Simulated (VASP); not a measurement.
# HfC in VASP: notebook

HfC is run at these levels: PBE; tasks: single point.

Everything below comes from runs of VASP 6.6.1. Logs are shortened: lines on timing, memory, paths and dates and some standing lists are left out, and cuts for length are marked.

## 1. The cell of the first run

Symmetry: Fm-3m, No. 225, cubic system. The conventional cell has a = 4.650 Å, b = 4.650 Å, c = 4.650 Å, α = 90.00°, β = 90.00°, γ = 90.00°. Within 3.1 Å of Hf (site symmetry m-3m) lie 6 C at 2.33 Å. Within 3.1 Å of C (site symmetry m-3m) lie 6 Hf at 2.33 Å.

## 2. Single point, PBE

Contents of INCAR:

```
  ALGO = Normal
  EDIFF = 1E-6
  ENCUT = 520
  GGA = PE
  ISIF = 2
  ISMEAR = 1
  LASPH = T
  LCHARG = F
  LREAL = F
  LWAVE = F
  NBANDS = 14
  NELM = 80
  PREC = Accurate
  SIGMA = 0.15
```

Contents of KPOINTS:

```
k-points
0
Gamma
  15 15 15
```

Contents of POSCAR:

```
HfC
1.0
    0.0000000000      2.3250000000      2.3250000000
    2.3250000000      0.0000000000      2.3250000000
    2.3250000000      2.3250000000      0.0000000000
Hf C
1 1
Direct
    0.5000000000      0.5000000000      0.5000000000
    0.0000000000      0.0000000000      0.0000000000
```

Potentials or basis: VASP PAW PBE potentials, release 64 (Hf_pv, C).

Launch:

```bash
> cat potpaw_PBE.64/Hf_pv/POTCAR potpaw_PBE.64/C/POTCAR > POTCAR
> mpirun -np 1 vasp_std > vasp.out
```

OUTCAR:

```text
EDIFF = 1E-6
   ENCUT = 520
   GGA = PE
   ISIF = 2
   ISMEAR = 1
   LASPH = T
   LREAL = F
   NELM = 80
   PREC = Accurate

 ion  position               nearest neighbor table
   1  0.500  0.500  0.500-   2 2.33   2 2.33   2 2.33   2 2.33   2 2.33   2 2.33
   2  0.000  0.000  0.000-   1 2.33   1 2.33   1 2.33   1 2.33   1 2.33   1 2.33

  LATTYP: Found a face centered cubic cell.
 ALAT       =     4.6500000000

  Lattice vectors:

 A1 = (   0.0000000000,   2.3250000000,   2.3250000000)
 A2 = (   2.3250000000,   0.0000000000,   2.3250000000)
 A3 = (   2.3250000000,   2.3250000000,   0.0000000000)

Analysis of symmetry for initial positions (statically):
=====================================================================
 Subroutine PRICEL returns:
 Original cell was already a primitive cell.

 Routine SETGRP: Setting up the symmetry group for a
 face centered cubic supercell.

 Subroutine GETGRP returns: Found 48 space group operations
 (whereof 48 operations were pure point group operations)
 out of a pool of 48 trial point group operations.

The static configuration has the point symmetry O_h .

Analysis of symmetry for dynamics (positions and initial velocities):
=====================================================================
 Subroutine PRICEL returns:
 Original cell was already a primitive cell.

 Routine SETGRP: Setting up the symmetry group for a
 face centered cubic supercell.

 Subroutine GETGRP returns: Found 48 space group operations
 (whereof 48 operations were pure point group operations)
 out of a pool of 48 trial point group operations.

The dynamic configuration has the point symmetry O_h .

 Subroutine INISYM returns: Found 48 space group operations
 (whereof 48 operations are pure point group operations),
 and found     1 'primitive' translations

----------------------------------------------------------------------------------------

                                     Primitive cell

  volume of cell :      25.1362

  direct lattice vectors                    reciprocal lattice vectors
     0.000000000  2.325000000  2.325000000    -0.215053763  0.215053763  0.215053763
     2.325000000  0.000000000  2.325000000     0.215053763 -0.215053763  0.215053763
     2.325000000  2.325000000  0.000000000     0.215053763  0.215053763 -0.215053763

  length of vectors
     3.288046533  3.288046533  3.288046533     0.372484045  0.372484045  0.372484045

  position of ions in fractional coordinates (direct lattice)
     0.500000000  0.500000000  0.500000000
     0.000000000  0.000000000  0.000000000

  ion indices of the primitive-cell ions
   primitive index   ion index
                 1           1
                 2           2

----------------------------------------------------------------------------------------

 KPOINTS: k-points

Automatic generation of k-mesh.
 Grid dimensions read from file:
 generate k-points for:   15   15   15

 Generating k-lattice:

  Cartesian coordinates                     Fractional coordinates (reciprocal lattice)
    -0.014336918  0.014336918  0.014336918     0.066666667  0.000000000  0.000000000
     0.014336918 -0.014336918  0.014336918     0.000000000  0.066666667  0.000000000
     0.014336918  0.014336918 -0.014336918     0.000000000  0.000000000  0.066666667

  Length of vectors
     0.024832270  0.024832270  0.024832270

  Shift w.r.t. Gamma in fractional coordinates (k-lattice)
     0.000000000  0.000000000  0.000000000

 Subroutine IBZKPT returns following result:
 ===========================================

 Found    120 irreducible k-points:

 Following reciprocal coordinates:
            Coordinates               Weight
  0.000000  0.000000  0.000000      1.000000
  0.066667  0.000000  0.000000      8.000000
  0.133333  0.000000  0.000000      8.000000
  0.200000  0.000000  0.000000      8.000000
  0.266667  0.000000  0.000000      8.000000
  0.333333  0.000000  0.000000      8.000000
[... 16 lines left out ...]
  0.133333  0.133333  0.000000      6.000000
  0.200000  0.133333  0.000000     24.000000
 [... further k-points ...]
   k-points           NKPTS =    120   k-points in BZ     NKDIM =    120   number of bands    NBANDS=     14
   number of dos      NEDOS =    301   number of ions     NIONS =      2
   total plane-waves  NPLWV =  13824
   dimension x,y,z NGX =    24 NGY =   24 NGZ =   24
   dimension x,y,z NGXF=    48 NGYF=   48 NGZF=   48
   ions per type =               1   1
   NGX,Y,Z   is equivalent  to a cutoff of  12.13, 12.13, 12.13 a.u.
   NGXF,Y,Z  is equivalent  to a cutoff of  24.27, 24.27, 24.27 a.u.
 SYSTEM =  unknown system
   PREC   = accura    normal or accurate (medium, high low for compatibility)
   ISTART =      0    job   : 0-new  1-cont  2-samecut
   ICHARG =      2    charge: 1-file 2-atom 10-const
   ISPIN  =      1    spin polarized calculation?
   LNONCOLLINEAR =      F non collinear calculations
   LSORBIT =      F    spin-orbit coupling
   LASPH  =      T    aspherical Exc in radial PAW
   ENCUT  =  520.0 eV  38.22 Ry    6.18 a.u.   6.11  6.11  6.11*2*pi/ulx,y,z
   NELM   =     80;   NELMIN=  2; NELMDL= -5     # of ELM steps
   EDIFF  = 0.1E-05   stopping-criterion for ELM
   LREAL  =      F    real-space projection
   EDIFFG = 0.1E-04   stopping-criterion for IOM
   NSW    =      0    number of steps for IOM
   IBRION =     -1    ionic relax: 0-MD 1-quasi-New 2-CG
   NFREE  =      0    steps in history (QN), initial steepest desc. (CG)
   ISIF   =      2    stress and relaxation
   ISYM   =      2    0-nonsym 1-usesym 2-fastsym
   POTIM  = 0.5000    time-step for ionic-motion
   TEBEG  =    0.0;   TEEND  =   0.0 temperature during run
   PSTRESS=    0.0 pullay stress
   NELECT =      14.0000    total number of electrons
   NUPDOWN=      -1.0000    fix difference up-down
   EMIN   =  10.00;   EMAX   =-10.00  energy-range for DOS
   EFERMI =   0.00;   METHOD = LEGACY
   ISMEAR =     1;   SIGMA  =   0.15  broadening in eV -4-tet -1-fermi 0-gaus
   EFERMI_NEDOS =   21; number of points for ismear=-14 and -15
   IALGO  =     38    algorithm
   IMIX   =      4    mixing-type and parameters
     AMIX     =   0.40;   BMIX     =  1.00
     AMIX_MAG =   1.60;   BMIX_MAG =  1.00
  volume/ion in A,a.u.               =      12.57        84.81
  Fermi-wavevector in a.u.,A,eV,Ry     =   1.346949  2.545365 24.684672  1.814272
  Thomas-Fermi vector in A             =   2.474740
   LORBIT       =      0    0 simple, 1 ext, 2 COOP (PROOUT), +10 PAW based schemes
   GGA     = PE    functional components
   LHFCALC =     F    Hartree Fock is set to
   AEXX    =    0.0000 exact exchange contribution
   IVDW    =     0    specifies the selected vdW correction
   LEPSILON=     F    determine dielectric tensor
   LRPA    =     F    only Hartree local field effects (RPA)
 non-spin polarized calculation
 Methfessel and Paxton  Order N= 1 SIGMA  =   0.15
  energy-cutoff  :      520.00
  volume of cell :       25.14
 maximum number of plane-waves:       688
   NGX = 13   NGY = 13   NGZ = 13

 number of electron      14.0000000 magnetization

 Free energy of the ion-electron system (eV)
  ---------------------------------------------------
  ext. energy  EPLUGINS =         0.00000000
  ---------------------------------------------------
  free energy    TOTEN  =       -21.04492818 eV

  energy without entropy =      -21.04380676  energy(sigma->0) =      -21.04455437

 E-fermi :   5.9174     XC(G=0): -12.2851

 val. band max:        5.9106355855   @ k =  -0.0667   0.0667   0.0000
 cond. band min:       5.9301901467   @ k =   0.2000   0.2000   0.0000
 fundamental gap:      0.0195545612
 Fermi energy:         5.9173841334

 k-point     1 :       0.0000    0.0000    0.0000
  band No.  band energies     occupation
      1     -23.6186      2.00000
      2     -23.6186      2.00000
      3     -23.6186      2.00000
      4      -6.3555      2.00000
      5       6.9538     -0.00000
      6       6.9538     -0.00000
      7       6.9538     -0.00000
      8       7.3449     -0.00000
      9       7.3449     -0.00000
     10       7.3449     -0.00000
     11       9.3441      0.00000
     12       9.3441      0.00000
     13      12.7818      0.00000
     14      16.9540      0.00000

 k-point     2 :       0.0667    0.0000    0.0000
  band No.  band energies     occupation
      1     -23.6498      2.00000
      2     -23.6216      2.00000
      3     -23.6216      2.00000
      4      -6.2436      2.00000
      5       6.1426     -0.05517
      6       6.3926     -0.00007
      7       6.3926     -0.00007
      8       7.5836     -0.00000
      9       7.5836     -0.00000
     10       7.8731     -0.00000
     11       9.8986      0.00000
     12       9.8986      0.00000
     13      13.0391      0.00000
     14      17.2705      0.00000

 k-point     3 :       0.1333    0.0000    0.0000
  band No.  band energies     occupation
      1     -23.7369      2.00000
      2     -23.6300      2.00000
      3     -23.6300      2.00000
      4      -5.9180      2.00000
      5       4.9997      2.00000
      6       5.5367      2.00195
      7       5.5367      2.00195
      8       7.9571     -0.00000
      9       7.9571     -0.00000
     10       8.3053     -0.00000
     11      11.0647      0.00000
     12      11.0647      0.00000
     13      13.6941      0.00000
     14      18.1387      0.00000
[... 324 lines left out ...]
 k-point    23 :       0.1333    0.1333    0.0000
  band No.  band energies     occupation
      1     -23.7288      2.00000
      2     -23.6572      2.00000
      3     -23.6572      2.00000
      4      -5.7986      2.00000
      5       4.2394      2.00000
      6       5.8849      1.35717
      7       5.8849      1.35716
      8       6.5928     -0.00000
      9       9.2419      0.00000
     10       9.2419      0.00000
     11       9.6114      0.00000
     12      11.5174      0.00000
     13      14.5014      0.00000
     14      18.5133      0.00000

 k-point    24 :       0.2000    0.1333    0.0000
  band No.  band energies     occupation
      1     -23.8098      2.00000
      2     -23.6761      2.00000
      3     -23.6690      2.00000
      4      -5.4568      2.00000
      5       3.4862      2.00000
      6       5.2559      2.00000
      7       5.5202      2.00117
      8       6.7166     -0.00000
      9       9.4412      0.00000
     10       9.7412      0.00000
     11      10.4971      0.00000
     12      12.1898      0.00000
     13      15.4234      0.00000
     14      19.4120      0.00000

 [... further k-points ...]
[... 5 lines left out ...]
  --------------------------------------------------------------------------------------
  -------------------------------------------------------------------------------------
  Total       -0.0721883     -0.0721883     -0.0721883      0.0000000      0.0000000      0.0000000
  in kB       -4.6012764     -4.6012764     -4.6012764      0.0000000      0.0000000      0.0000000
  external PRESSURE =      -4.6012764 kB  Pullay stress =       0.0000000 kB

 VOLUME and BASIS-vectors are now :
 -----------------------------------------------------------------------------
  energy-cutoff  :      520.00
  volume of cell :       25.14
      direct lattice vectors                 reciprocal lattice vectors
     0.000000000  2.325000000  2.325000000    -0.215053763  0.215053763  0.215053763
     2.325000000  0.000000000  2.325000000     0.215053763 -0.215053763  0.215053763
     2.325000000  2.325000000  0.000000000     0.215053763  0.215053763 -0.215053763

 POSITION                                       TOTAL-FORCE (eV/Angst)
 -----------------------------------------------------------------------------------
      2.32500      2.32500      2.32500        -0.000000      0.000000     -0.000000
      0.00000      0.00000      0.00000         0.000000     -0.000000      0.000000
 -----------------------------------------------------------------------------------
    total drift:                                0.000000     -0.000000      0.000000

  FREE ENERGIE OF THE ION-ELECTRON SYSTEM (eV)
  ---------------------------------------------------
  free  energy   TOTEN  =       -21.0449281820 eV

  energy  without entropy=      -21.0438067594  energy(sigma->0) =      -21.04455437
```

Run time: 62 s. Hardware: 1 thread of AMD EPYC 7R13, shared host; peak memory 0.14 GiB.

What came out:

- Free energy: -21.0449 eV
- Pressure: -0.5 GPa
- Band gap on the k mesh: zero (band 7 reaches 6.95 eV, above the bottom of band 8 at 5.53 eV)

Caveat: spin-orbit coupling is left out, which moves the levels of the heavy elements.

(Part 1 of 2 ends here.)
